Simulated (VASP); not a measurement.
# Tl3Ge2H (P6/mmm) in VASP: notebook

Runs on Tl3Ge2H. Level: PBE. Tasks: single point.

Everything below comes from runs of VASP 6.6.1. Logs are shortened: lines on timing, memory, paths and dates and some standing lists are left out, and cuts for length are marked.

**1. The cell of the first run**

The structure is hexagonal, space group P6/mmm (No. 191). Conventional cell: a = 6.485 Å, b = 6.485 Å, c = 3.812 Å, α = 90.00°, β = 90.00°, γ = 120.00°. Within 3.5 Å of Tl (site symmetry mmm) lie 4 Ge at 2.67 Å and 4 Tl at 3.24 Å. Ge (site symmetry -6m2) has 6 Tl at 2.67 Å within 3.5 Å. H (site symmetry 6/mmm) has 6 Ge at 3.74 Å and 12 Tl at 3.76 Å and 2 H at 3.81 Å within 4.9 Å.

**2. Single point, PBE**

The input, INCAR:

```
PREC     = Accurate       # precision mode
ENCUT    = 520            # plane-wave cutoff, eV
EDIFF    = 1E-6           # SCF threshold, eV
ISMEAR   = 0              # smearing method
SIGMA    = 0.1            # smearing width, eV
LREAL    = False          # projectors in reciprocal space
LASPH    = True           # aspherical terms in the spheres
NELM     = 60             # most SCF steps
ALGO     = Normal         # electronic algorithm
ISIF     = 2              # what is computed and relaxed
LWAVE    = False          # write WAVECAR
LCHARG   = False          # write CHGCAR
GGA      = PE             # functional
NBANDS   = 43             # bands
```

The input, KPOINTS:

```
Automatic mesh
0
Gamma
  3 3 4
```

The input, POSCAR:

```
Tl3Ge2H
1.0
    6.4854956500      0.0000000000      0.0000000000
   -3.2427478300      5.6166039900      0.0000000000
    0.0000000000      0.0000000000      3.8122417300
Tl Ge H
3 2 1
Direct
    0.0000000000      0.5000000000      0.0000000000
    0.5000000000      0.0000000000      0.0000000000
    0.5000000000      0.5000000000      0.0000000000
    0.3333333300      0.6666666700      0.5000000000
    0.6666666700      0.3333333300      0.5000000000
    0.0000000000      0.0000000000      0.5000000000
```

Potentials or basis: VASP PAW PBE potentials, release 64 (Tl_d, Ge_d, H).

Command:

```console
cat potpaw_PBE.64/Tl_d/POTCAR potpaw_PBE.64/Ge_d/POTCAR potpaw_PBE.64/H/POTCAR > POTCAR
mpirun -np 1 vasp_std > vasp.out
```

OUTCAR:

```text
PREC = Accurate
   ENCUT = 520
   EDIFF = 1E-6
   ISMEAR = 0
   LREAL = False
   LASPH = True
   NELM = 60
   ISIF = 2
   GGA = PE

 ion  position               nearest neighbor table
   1  0.000  0.500  0.000-   4 2.67   5 2.67   4 2.67   5 2.67   2 3.24   2 3.24   3 3.24   3 3.24

   2  0.500  0.000  0.000-   4 2.67   5 2.67   4 2.67   5 2.67   1 3.24   1 3.24   3 3.24   3 3.24

   3  0.500  0.500  0.000-   4 2.67   5 2.67   4 2.67   5 2.67   1 3.24   1 3.24   2 3.24   2 3.24

   4  0.333  0.667  0.500-   1 2.67   1 2.67   2 2.67   2 2.67   3 2.67   3 2.67
   5  0.667  0.333  0.500-   1 2.67   1 2.67   2 2.67   2 2.67   3 2.67   3 2.67
   6  0.000  0.000  0.500-

  LATTYP: Found a hexagonal cell.
 ALAT       =     6.4854956500
 C/A-ratio  =     0.5878103904

  Lattice vectors:

 A1 = (   6.4854956500,   0.0000000000,   0.0000000000)
 A2 = (  -3.2427478300,   5.6166039900,   0.0000000000)
 A3 = (   0.0000000000,   0.0000000000,   3.8122417300)

Analysis of symmetry for initial positions (statically):
=====================================================================
 Subroutine PRICEL returns:
 Original cell was already a primitive cell.

 Routine SETGRP: Setting up the symmetry group for a
 hexagonal supercell.

 Subroutine GETGRP returns: Found 24 space group operations
 (whereof 24 operations were pure point group operations)
 out of a pool of 24 trial point group operations.

The static configuration has the point symmetry D_6h.

Analysis of symmetry for dynamics (positions and initial velocities):
=====================================================================
 Subroutine PRICEL returns:
 Original cell was already a primitive cell.

 Routine SETGRP: Setting up the symmetry group for a
 hexagonal supercell.

 Subroutine GETGRP returns: Found 24 space group operations
 (whereof 24 operations were pure point group operations)
 out of a pool of 24 trial point group operations.

The dynamic configuration has the point symmetry D_6h.

 Subroutine INISYM returns: Found 24 space group operations
 (whereof 24 operations are pure point group operations),
 and found     1 'primitive' translations

----------------------------------------------------------------------------------------

                                     Primitive cell

  volume of cell :     138.8665

  direct lattice vectors                    reciprocal lattice vectors
     6.485495650  0.000000000  0.000000000     0.154190220  0.089021765  0.000000000
    -3.242747830  5.616603990  0.000000000     0.000000000  0.178043530  0.000000000
     0.000000000  0.000000000  3.812241730     0.000000000  0.000000000  0.262312852

  length of vectors
     6.485495650  6.485495653  3.812241730     0.178043530  0.178043530  0.262312852

  position of ions in fractional coordinates (direct lattice)
     0.000000000  0.500000000  0.000000000
     0.500000000  0.000000000  0.000000000
     0.500000000  0.500000000  0.000000000
     0.333333330  0.666666670  0.500000000
     0.666666670  0.333333330  0.500000000
     0.000000000  0.000000000  0.500000000

  ion indices of the primitive-cell ions
   primitive index   ion index
                 1           1
                 2           2
                 3           3
                 4           4
                 5           5
                 6           6

----------------------------------------------------------------------------------------

 KPOINTS: Automatic mesh

Automatic generation of k-mesh.
 Grid dimensions read from file:
 generate k-points for:    3    3    4

 Generating k-lattice:

  Cartesian coordinates                     Fractional coordinates (reciprocal lattice)
     0.051396740  0.029673922  0.000000000     0.333333333  0.000000000  0.000000000
     0.000000000  0.059347843  0.000000000     0.000000000  0.333333333  0.000000000
     0.000000000  0.000000000  0.065578213     0.000000000  0.000000000  0.250000000

  Length of vectors
     0.059347843  0.059347843  0.065578213

  Shift w.r.t. Gamma in fractional coordinates (k-lattice)
     0.000000000  0.000000000  0.000000000

 Subroutine IBZKPT returns following result:
 ===========================================

 Found      9 irreducible k-points:

 Following reciprocal coordinates:
            Coordinates               Weight
  0.000000  0.000000  0.000000      1.000000
  0.333333  0.000000  0.000000      6.000000
  0.333333  0.333333  0.000000      2.000000
  0.000000  0.000000  0.250000      2.000000
  0.333333  0.000000  0.250000     12.000000
  0.333333  0.333333  0.250000      4.000000
  0.000000  0.000000  0.500000      1.000000
  0.333333  0.000000  0.500000      6.000000
  0.333333  0.333333  0.500000      2.000000
   k-points           NKPTS =      9   k-points in BZ     NKDIM =      9   number of bands    NBANDS=     43
   number of dos      NEDOS =    301   number of ions     NIONS =      6
   total plane-waves  NPLWV =  64512
   dimension x,y,z NGX =    48 NGY =   48 NGZ =   28
   dimension x,y,z NGXF=    96 NGYF=   96 NGZF=   56
   ions per type =               3   2   1
   NGX,Y,Z   is equivalent  to a cutoff of  12.30, 12.30, 12.21 a.u.
   NGXF,Y,Z  is equivalent  to a cutoff of  24.61, 24.61, 24.42 a.u.
 SYSTEM =  unknown system
   PREC   = accura    normal or accurate (medium, high low for compatibility)
   ISTART =      0    job   : 0-new  1-cont  2-samecut
   ICHARG =      2    charge: 1-file 2-atom 10-const
   ISPIN  =      1    spin polarized calculation?
   LNONCOLLINEAR =      F non collinear calculations
   LSORBIT =      F    spin-orbit coupling
   LASPH  =      T    aspherical Exc in radial PAW
   ENCUT  =  520.0 eV  38.22 Ry    6.18 a.u.  12.06 12.06  7.09*2*pi/ulx,y,z
   NELM   =     60;   NELMIN=  2; NELMDL= -5     # of ELM steps
   EDIFF  = 0.1E-05   stopping-criterion for ELM
   LREAL  =      F    real-space projection
   EDIFFG = 0.1E-04   stopping-criterion for IOM
   NSW    =      0    number of steps for IOM
   IBRION =     -1    ionic relax: 0-MD 1-quasi-New 2-CG
   NFREE  =      0    steps in history (QN), initial steepest desc. (CG)
   ISIF   =      2    stress and relaxation
   ISYM   =      2    0-nonsym 1-usesym 2-fastsym
   POTIM  = 0.5000    time-step for ionic-motion
   TEBEG  =    0.0;   TEEND  =   0.0 temperature during run
   PSTRESS=    0.0 pullay stress
   NELECT =      68.0000    total number of electrons
   NUPDOWN=      -1.0000    fix difference up-down
   EMIN   =  10.00;   EMAX   =-10.00  energy-range for DOS
   EFERMI =   0.00;   METHOD = LEGACY
   ISMEAR =     0;   SIGMA  =   0.10  broadening in eV -4-tet -1-fermi 0-gaus
   EFERMI_NEDOS =   21; number of points for ismear=-14 and -15
   IALGO  =     38    algorithm
   IMIX   =      4    mixing-type and parameters
     AMIX     =   0.40;   BMIX     =  1.00
     AMIX_MAG =   1.60;   BMIX_MAG =  1.00
  volume/ion in A,a.u.               =      23.14       156.19
  Fermi-wavevector in a.u.,A,eV,Ry     =   1.290363  2.438433 22.654209  1.665037
  Thomas-Fermi vector in A             =   2.422199
   LORBIT       =      0    0 simple, 1 ext, 2 COOP (PROOUT), +10 PAW based schemes
   GGA     = PE    functional components
   LHFCALC =     F    Hartree Fock is set to
   AEXX    =    0.0000 exact exchange contribution
   IVDW    =     0    specifies the selected vdW correction
   LEPSILON=     F    determine dielectric tensor
   LRPA    =     F    only Hartree local field effects (RPA)
 non-spin polarized calculation
 Gauss-broadening in eV      SIGMA  =   0.10
  energy-cutoff  :      520.00
  volume of cell :      138.87
 maximum number of plane-waves:      3762
   NGX = 25   NGY = 25   NGZ = 15

 number of electron      67.9999971 magnetization

 Free energy of the ion-electron system (eV)
  ---------------------------------------------------
  ext. energy  EPLUGINS =         0.00000000
  ---------------------------------------------------
  free energy    TOTEN  =       -12.82182192 eV

  energy without entropy =      -12.77160411  energy(sigma->0) =      -12.79671302

 E-fermi :   5.1261     XC(G=0):  -9.7249

 val. band max:        5.1013613347   @ k =   0.3333   0.0000   0.2500
 cond. band min:       5.1689262385   @ k =   0.3333   0.3333   0.0000
 fundamental gap:      0.0675649037
 Fermi energy:         5.1260501751

 k-point     1 :       0.0000    0.0000    0.0000
  band No.  band energies     occupation
      1     -19.5539      2.00000
      2     -19.5539      2.00000
      3     -19.5490      2.00000
      4     -19.5463      2.00000
      5     -19.5463      2.00000
      6     -19.5386      2.00000
[... 35 lines left out ...]
     42      10.2446      0.00000
     43      11.9099      0.00000

 k-point     2 :       0.3333    0.0000    0.0000
  band No.  band energies     occupation
      1     -19.5536      2.00000
      2     -19.5522      2.00000
      3     -19.5481      2.00000
      4     -19.5469      2.00000
      5     -19.5466      2.00000
      6     -19.5410      2.00000
[... 35 lines left out ...]
     42      10.8021      0.00000
     43      11.2846      0.00000

 k-point     3 :       0.3333    0.3333    0.0000
  band No.  band energies     occupation
      1     -19.5532      2.00000
      2     -19.5501      2.00000
      3     -19.5501      2.00000
      4     -19.5470      2.00000
      5     -19.5440      2.00000
      6     -19.5440      2.00000
[... 35 lines left out ...]
     42      11.3784      0.00000
     43      11.3784      0.00000

 k-point     4 :       0.0000    0.0000    0.2500
  band No.  band energies     occupation
      1     -19.5524      2.00000
      2     -19.5524      2.00000
      3     -19.5507      2.00000
      4     -19.5507      2.00000
      5     -19.5394      2.00000
      6     -19.5328      2.00000
[... 35 lines left out ...]
     42      11.8633      0.00000
     43      12.5062      0.00000

 k-point     5 :       0.3333    0.0000    0.2500
  band No.  band energies     occupation
      1     -19.5525      2.00000
      2     -19.5522      2.00000
      3     -19.5512      2.00000
      4     -19.5506      2.00000
      5     -19.5381      2.00000
      6     -19.5348      2.00000
[... 35 lines left out ...]
     42      12.0290      0.00000
     43      12.1381      0.00000

 k-point     6 :       0.3333    0.3333    0.2500
  band No.  band energies     occupation
      1     -19.5526      2.00000
      2     -19.5518      2.00000
      3     -19.5518      2.00000
      4     -19.5506      2.00000
      5     -19.5365      2.00000
      6     -19.5365      2.00000
[... 35 lines left out ...]
     42      11.4380      0.00000
     43      12.0309      0.00000

 k-point     7 :       0.0000    0.0000    0.5000
  band No.  band energies     occupation
      1     -19.5583      2.00000
      2     -19.5583      2.00000
      3     -19.5471      2.00000
      4     -19.5471      2.00000
      5     -19.5298      2.00000
      6     -19.5270      2.00000
[... 35 lines left out ...]
     42      12.8360      0.00000
     43      12.9567      0.00000

 k-point     8 :       0.3333    0.0000    0.5000
  band No.  band energies     occupation
      1     -19.5580      2.00000
      2     -19.5558      2.00000
      3     -19.5497      2.00000
      4     -19.5474      2.00000
      5     -19.5304      2.00000
      6     -19.5295      2.00000
[... 35 lines left out ...]
     42      11.3320      0.00000
     43      11.4355      0.00000

 k-point     9 :       0.3333    0.3333    0.5000
  band No.  band energies     occupation
      1     -19.5578      2.00000
      2     -19.5528      2.00000
      3     -19.5528      2.00000
      4     -19.5476      2.00000
      5     -19.5303      2.00000
      6     -19.5303      2.00000
[... 35 lines left out ...]
     42      11.4768      0.00000
     43      11.7930      0.00000

------------------------ aborting loop because EDIFF is reached ----------------------------------------

  FORCE on cell =-STRESS in cart. coord.  units (eV):
  Direction    XX          YY          ZZ          XY          YZ          ZX
  --------------------------------------------------------------------------------------
  -------------------------------------------------------------------------------------
  Total       11.7385275     11.7385275     16.8991342     -0.0000000      0.0000000      0.0000000
  in kB      135.4337169    135.4337169    194.9744163     -0.0000001      0.0000000      0.0000000
  external PRESSURE =     155.2806167 kB  Pullay stress =       0.0000000 kB

 VOLUME and BASIS-vectors are now :
 -----------------------------------------------------------------------------
  energy-cutoff  :      520.00
  volume of cell :      138.87
      direct lattice vectors                 reciprocal lattice vectors
     6.485495650  0.000000000  0.000000000     0.154190220  0.089021765  0.000000000
    -3.242747830  5.616603990  0.000000000     0.000000000  0.178043530  0.000000000
     0.000000000  0.000000000  3.812241730     0.000000000  0.000000000  0.262312852

 POSITION                                       TOTAL-FORCE (eV/Angst)
 -----------------------------------------------------------------------------------
     -1.62137      2.80830      0.00000        -0.000000      0.000000      0.000000
      3.24275      0.00000      0.00000        -0.000000      0.000000      0.000000
      1.62137      2.80830      0.00000        -0.000000      0.000000      0.000000
     -0.00000      3.74440      1.90612        -0.000000     -0.000000     -0.000000
      3.24275      1.87220      1.90612         0.000000      0.000000      0.000000
      0.00000      0.00000      1.90612        -0.000000      0.000000      0.000000
 -----------------------------------------------------------------------------------
    total drift:                               -0.000000      0.000000      0.000000

  FREE ENERGIE OF THE ION-ELECTRON SYSTEM (eV)
  ---------------------------------------------------
  free  energy   TOTEN  =       -12.8218219249 eV

  energy  without entropy=      -12.7716041110  energy(sigma->0) =      -12.79671302
```

It took 52 s on 1 thread of Intel Xeon Platinum 8375C at 2.90GHz (Ice Lake), shared host; peak memory 0.26 GiB.

Results:

| Quantity | Value |
| --- | --- |
| Free energy | -12.8218 eV |
| Pressure | 15.5 GPa |
| Band gap on the k mesh | zero (band 34 reaches 5.52 eV, above the bottom of band 35 at 4.91 eV) |

Stress tensor (GPa, compression positive):
```
13.54  0.00  0.00
 0.00 13.54  0.00
 0.00  0.00 19.50
```

Levels at points of the mesh, in eV from the Fermi level:
| k point | band 30 | band 31 | band 32 | band 33 | band 34 | band 35 | band 36 | band 37 | band 38 | band 39 |
| --- | --- | --- | --- | --- | --- | --- | --- | --- | --- | --- |
| (0.00, 0.00, 0.00) | -2.52 | -2.52 | -1.70 | -1.26 | -0.08 | 2.81 | 2.83 | 3.50 | 3.50 | 5.00 |
| (0.00, 0.00, 0.50) | -4.29 | -4.29 | -3.22 | -3.22 | -0.32 | 0.26 | 0.26 | 1.39 | 1.39 | 4.52 |

Caveat: the k points lie up to 0.41 Å⁻¹ apart; spin-orbit coupling is left out, which moves the levels of the heavy elements.

**3. Single point, PBE**

This run uses another cell than the first one, of 30.89 Å³/atom, 1.334 times its volume.

The input, INCAR:

```
PREC = Accurate
ENCUT = 520
EDIFF = 1E-7
ISMEAR = 0
SIGMA = 0.1
LREAL = F
LASPH = T
NELM = 100
ALGO = Normal
ISIF = 2
LWAVE = F
LCHARG = F
GGA = PE
NBANDS = 43
```

The input, KPOINTS:

```
regular mesh
0
Gamma
  3 3 4
```

The input, POSCAR:

```
Tl3Ge2H
1.0
    7.0780541673      0.0000000032      0.0000000000
   -3.5390270864      6.1297747167      0.0000000000
    0.0000000000      0.0000000000      4.2711813768
Tl Ge H
3 2 1
Direct
    0.0000000000      0.5000000000      0.0000000000
    0.5000000000      0.0000000000      0.0000000000
    0.5000000000      0.5000000000      0.0000000000
    0.3333333333      0.6666666667      0.5000000000
    0.6666666667      0.3333333333      0.5000000000
    0.0000000000      0.0000000000      0.5000000000
```

Potentials or basis: VASP PAW PBE potentials, release 64 (Tl_d, Ge_d, H).

Command:

```console
cat potpaw_PBE.64/Tl_d/POTCAR potpaw_PBE.64/Ge_d/POTCAR potpaw_PBE.64/H/POTCAR > POTCAR
mpirun -np 1 vasp_std > vasp.out
```

It took 83 s on 1 thread of Intel Xeon Platinum 8375C at 2.90GHz (Ice Lake), shared host; peak memory 0.32 GiB.

It converged, with:

```yaml
Free_energy: -14.6159 eV
Pressure: 0.3 GPa
Band_gap_on_the_k_mesh: zero (band 34 reaches 2.95 eV, above the bottom of band 35 at 2.43 eV)
```

Stress tensor (GPa, compression positive):
```
0.19 0.00 0.00
0.00 0.19 0.00
0.00 0.00 0.37
```

Levels at points of the mesh, in eV from the Fermi level:
```
           k point  band 30  band 31  band 32  band 33  band 34  band 35  band 36  band 37  band 38  band 39
(0.00, 0.00, 0.00)    -2.60    -1.46    -1.46    -1.30    -0.46     1.68     1.82     3.15     3.15     3.18
(0.00, 0.00, 0.50)    -4.49    -3.79    -2.14    -2.14    -0.26     0.69     0.69     1.16     1.16     3.82
```

Caveat: the k points lie up to 0.37 Å⁻¹ apart; spin-orbit coupling is left out, which moves the levels of the heavy elements.
